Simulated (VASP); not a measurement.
# MgS in VASP: a series of runs, part 2 of 2

VASP 6.6.1. Earlier steps stand in the parts before.

## Step 6: Single point, HSE06 (strain along [111] -1.8%)

POSCAR reads:

```
MgS
1.0
   -0.0341592472      2.7967175918      2.7967175918
    2.7967175918     -0.0341592472      2.7967175918
    2.7967175918      2.7967175918     -0.0341592472
Mg S
1 1
Direct
   -0.0011961559     -0.0011961559     -0.0011961559
    0.2511961559      0.2511961559      0.2511961559
```

INCAR.step1 reads:

```
SYSTEM = MgS
PREC = Accurate ; ENCUT = 520
EDIFF = 1E-5 ; ISMEAR = 0
SIGMA = 0.01 ; LREAL = .FALSE.
LASPH = .TRUE. ; NELM = 100
ALGO = Normal ; ISIF = 2
LWAVE = .TRUE. ; GGA = PE
NBANDS = 11
```

INCAR.step2 reads:

```
SYSTEM = MgS
PREC = Accurate ; ENCUT = 520
EDIFF = 1E-7 ; ISMEAR = 0
SIGMA = 0.01 ; LREAL = .FALSE.
LASPH = .TRUE. ; NELM = 100
ALGO = Normal ; ISIF = 2
LWAVE = .FALSE. ; LCHARG = .TRUE.
GGA = PE ; LHFCALC = .TRUE.
HFSCREEN = 0.2079 ; PRECFOCK = Normal
LELF = .TRUE. ; LVHAR = .TRUE.
ISTART = 1 ; NBANDS = 11
```

KPOINTS reads:

```
Automatic mesh
0
G
  6 6 6
  0 0 0
```

Potentials or basis: VASP PAW PBE potentials, release 64 (Mg, S).

Started as:

```console
cat potpaw_PBE.64/Mg/POTCAR potpaw_PBE.64/S/POTCAR > POTCAR
cp INCAR.step1 INCAR
mpirun -np 1 vasp_std > vasp.out
cp INCAR.step2 INCAR
mpirun -np 1 vasp_std > vasp.out
```

OUTCAR:

```text
SYSTEM = MgS
   PREC = Accurate
   ENCUT = 520
   EDIFF = 1E-7
   ISMEAR = 0
   LREAL = .FALSE.
   LASPH = .TRUE.
   NELM = 100
   ISIF = 2
   GGA = PE
   LHFCALC = .TRUE.
   HFSCREEN = 0.2079
   PRECFOCK = Normal
   ISTART = 1

 ion  position               nearest neighbor table
   1  0.999  0.999  0.999-   2 2.43   2 2.44   2 2.44   2 2.44
   2  0.251  0.251  0.251-   1 2.43   1 2.44   1 2.44   1 2.44

  LATTYP: Found a trigonal (rhomboedric) cell.
 ALAT       =     3.9553034562
 COS(alpha) =     0.4877495685

  Lattice vectors:

 A1 = (  -0.0341592472,   2.7967175918,   2.7967175918)
 A2 = (   2.7967175918,  -0.0341592472,   2.7967175918)
 A3 = (   2.7967175918,   2.7967175918,  -0.0341592472)

Analysis of symmetry for initial positions (statically):
=====================================================================
 Subroutine PRICEL returns:
 Original cell was already a primitive cell.

 Routine SETGRP: Setting up the symmetry group for a
 trigonal (rhombohedral) supercell.

 Subroutine GETGRP returns: Found  6 space group operations
 (whereof  6 operations were pure point group operations)
[... 183 lines left out ...]
      2       0.4085      2.00000
      3       0.4085      2.00000
      4       0.5191      2.00000
      5       5.0485      0.00000
      6       9.5958      0.00000
      7       9.5958      0.00000
      8       9.8591      0.00000
      9      12.6894      0.00000
     10      12.6894      0.00000
     11      15.6371      0.00000
[... 309 lines left out ...]
 k-point    24 :      -0.3333    0.5000    0.1667
  band No.  band energies     occupation
      1     -11.0024      2.00000
      2      -2.3182      2.00000
      3      -1.2823      2.00000
      4      -0.9343      2.00000
      5       6.4470      0.00000
      6       8.5216      0.00000
      7      11.1585      0.00000
      8      11.3719      0.00000
      9      14.6218      0.00000
     10      15.9337      0.00000
     11      15.9929      0.00000

 [... further k-points ...]

------------------------ aborting loop because EDIFF is reached ----------------------------------------

  FORCE on cell =-STRESS in cart. coord.  units (eV):
  Direction    XX          YY          ZZ          XY          YZ          ZX
  --------------------------------------------------------------------------------------
  -------------------------------------------------------------------------------------
  Total        0.2738157      0.2738157      0.2738157      0.1051154      0.1051154      0.1051154
  in kB        9.8471085      9.8471085      9.8471085      3.7802183      3.7802183      3.7802183
  external PRESSURE =       9.8471085 kB  Pullay stress =       0.0000000 kB

 VOLUME and BASIS-vectors are now :
 -----------------------------------------------------------------------------
  energy-cutoff  :      520.00
  volume of cell :       44.55
      direct lattice vectors                 reciprocal lattice vectors
    -0.034159247  2.796717592  2.796717592    -0.175538447  0.177708994  0.177708994
     2.796717592 -0.034159247  2.796717592     0.177708994 -0.175538447  0.177708994
     2.796717592  2.796717592 -0.034159247     0.177708994  0.177708994 -0.175538447

 POSITION                                       TOTAL-FORCE (eV/Angst)
 -----------------------------------------------------------------------------------
      5.55263      5.55263      5.55263        -0.000839     -0.000839     -0.000839
      1.39647      1.39647      1.39647         0.000839      0.000839      0.000839
 -----------------------------------------------------------------------------------
    total drift:                               -0.000101     -0.000101     -0.000101

  FREE ENERGIE OF THE ION-ELECTRON SYSTEM (eV)
  ---------------------------------------------------
  free  energy   TOTEN  =        -9.8415120899 eV

  energy  without entropy=       -9.8415120899  energy(sigma->0) =       -9.84151209
```

OUTCAR.step1:

```text
SYSTEM = MgS
   PREC = Accurate
   ENCUT = 520
   EDIFF = 1E-5
   ISMEAR = 0
   LREAL = .FALSE.
   LASPH = .TRUE.
[... 559 lines left out ...]
      5.55263      5.55263      5.55263        -0.003629     -0.003629     -0.003629
      1.39647      1.39647      1.39647         0.003629      0.003629      0.003629
 -----------------------------------------------------------------------------------
    total drift:                               -0.000138     -0.000138     -0.000138

  FREE ENERGIE OF THE ION-ELECTRON SYSTEM (eV)
  ---------------------------------------------------
  free  energy   TOTEN  =        -8.4606021941 eV

  energy  without entropy=       -8.4606021941  energy(sigma->0) =       -8.46060219
```

OSZICAR.step1:

```text
N       E                     dE             d eps       ncg     rms          rms(c)
DAV:   1     0.241784839435E+02    0.24178E+02   -0.33226E+03   720   0.568E+02
DAV:   2    -0.702787678635E+01   -0.31206E+02   -0.29908E+02   839   0.988E+01
DAV:   3    -0.896012042947E+01   -0.19322E+01   -0.19290E+01   861   0.266E+01
DAV:   4    -0.897584580491E+01   -0.15725E-01   -0.15724E-01   851   0.291E+00
DAV:   5    -0.897603082876E+01   -0.18502E-03   -0.18502E-03   861   0.316E-01    0.409E+00
DAV:   6    -0.848921790135E+01    0.48681E+00   -0.12021E+00   770   0.410E+00    0.315E+00
DAV:   7    -0.845373182074E+01    0.35486E-01   -0.27359E-01   838   0.214E+00    0.246E+00
DAV:   8    -0.846124603338E+01   -0.75142E-02   -0.23031E-02   770   0.917E-01    0.139E+00
DAV:   9    -0.846039708981E+01    0.84894E-03   -0.23897E-03   791   0.244E-01    0.434E-01
DAV:  10    -0.846059582299E+01   -0.19873E-03   -0.62041E-04   809   0.118E-01    0.838E-02
DAV:  11    -0.846060219413E+01   -0.63711E-05   -0.52142E-05   835   0.298E-02
   1 F= -.84606022E+01 E0= -.84606022E+01  d E =-.113862E-48
```

It took 43 min on 1 thread of Intel Xeon 8259CL, shared host; peak memory 0.3 GiB.

What came out:

* Free energy: -9.8415 eV
* Pressure: 1.0 GPa
* Band gap on the k mesh: 4.53 eV

Stress tensor (GPa, compression positive):
```
0.98 0.38 0.38
0.38 0.98 0.38
0.38 0.38 0.98
```

Caveat: the cell differs from its parent crystal (strain along [111] -1.8%); the PAW data sets were made with another functional, which shifts forces and pressure a little.

## Step 7: Overview

```csv
level,cell,k mesh,smearing,grid for exact exchange (PRECFOCK),share of exact exchange,screening parameter,gap on the mesh (eV),pressure (GPa)
PBE,"a = 3.971, b = 3.971, c = 4.003 Å, angles 59.7, 59.7, 60.5°, 2 atoms, atomic positions A",8 × 8 × 8,fermi-dirac 0.02 eV,-,-,-,3.51,1.9
PBE,"a = 4.003, b = 4.100, c = 4.100 Å, angles 58.5, 60.8, 60.8°, 2 atoms, atomic positions A",8 × 8 × 8,fermi-dirac 0.02 eV,-,-,-,3.18,-1.6
r2SCAN,"a = 3.971, b = 3.971, c = 4.003 Å, angles 59.7, 59.7, 60.5°, 2 atoms, atomic positions A",8 × 8 × 8,gaussian 0.01 eV,-,-,-,4.19,0.7
HSE06,"a = 3.971, b = 3.971, c = 4.003 Å, angles 59.7, 59.7, 60.5°, 2 atoms, atomic positions A",6 × 6 × 6,gaussian 0.01 eV,Normal,0.25,0.2079 1/Å,4.57,0.9
HSE06,"a = 3.955 Å, angles 60.8°, 2 atoms, atomic positions B",6 × 6 × 6,gaussian 0.01 eV,Normal,0.25,0.2079 1/Å,4.53,1.0
```

Alike in all rows: task single point; potentials or basis VASP PAW PBE potentials, release 64 (Mg, S); no spin polarisation; cutoff (eV) 520.

Caveats: the PAW data sets were made with another functional, which shifts forces and pressure a little (at least some runs).

Total energies depend on the potentials used, so only differences within one code and one set of settings carry meaning.
